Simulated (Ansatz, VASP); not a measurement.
**Two plane-wave programs on Lu**

```
Lu
1.0
     3.50482    0.00000    0.00000
    -1.75241    3.03526    0.00000
     0.00000    0.00000    5.46968
Lu
2
Direct
  0.33333 0.66667 0.25000
  0.66667 0.33333 0.75000
```

Alike in both runs: task single point; functional r2SCAN; k mesh 10 × 10 × 6; occupations gaussian, width 0.3 eV; no spin polarisation.

|  | VASP | Ansatz |
| --- | --- | --- |
| version | VASP 6.6.1 | Ansatz 0.2.0 |
| potentials or method | VASP PAW PBE potentials, release 64 (Lu), cutoff 520 eV | plane waves (500 eV) with PAW, scalar-relativistic |
| valence electrons in the cell | 50 | 50 |

Ansatz gave:

| Quantity | Value |
| --- | --- |
| pressure (GPa) | 0.1 |
| traceless stress, the component that is largest in VASP (GPa) | 0.11 |

What did VASP give for the same quantities?

Pressure (GPa): 0.4; traceless stress, the component that is largest in VASP (GPa): 0.16.

VASP's potentials were made for PBE, not for r2SCAN.

Neither program's run includes spin-orbit coupling.
